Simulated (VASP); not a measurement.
The system is AlN.

```
Al N
1.0
     3.09860    0.00000    0.00000
    -1.54930    2.68347    0.00000
     0.00000    0.00000    4.81630
Al N
2 2
Direct
  0.33333 0.66667 0.00173
  0.66667 0.33333 0.50173
  0.33333 0.66667 0.38327
  0.66667 0.33333 0.88327
```

```yaml
Program: VASP 6.6.1
Task: relaxation of the atoms
Functional: PBE
Potentials_or_basis: VASP PAW PBE potentials, release 64 (Al, N)
Cutoff: 520 eV
k_mesh: 9 × 9 × 6
Occupations: gaussian, width 0.05 eV
Spin: no spin polarisation
```

At the start: pressure 13.1 GPa; volume 10.01 Å³/atom.

Where does the relaxation end?

Over 3 steps the energy falls by 4.5 meV/atom; space group P6_3mc (No. 186, to 0.05 Å).

Step by step:
```csv
step,energy change (eV),largest force (eV/Å),pressure (GPa)
1,0.0000,0.5318,13.09
2,-0.0145,0.2133,12.41
3,-0.0180,0.0013,12.55
```

Final structure:
```cif
data_structure
_symmetry_space_group_name_H-M 'P 1'
_symmetry_Int_Tables_number 1
_cell_length_a 3.0986
_cell_length_b 3.0986
_cell_length_c 4.8163
_cell_angle_alpha 90.000
_cell_angle_beta 90.000
_cell_angle_gamma 120.000
_cell_volume 40.05
loop_
_atom_site_label
_atom_site_type_symbol
_atom_site_fract_x
_atom_site_fract_y
_atom_site_fract_z
_atom_site_occupancy
Al1 Al 0.33333 0.66667 0.99810 1
Al2 Al 0.66667 0.33333 0.49810 1
N1 N 0.33333 0.66667 0.38690 1
N2 N 0.66667 0.33333 0.88690 1
```
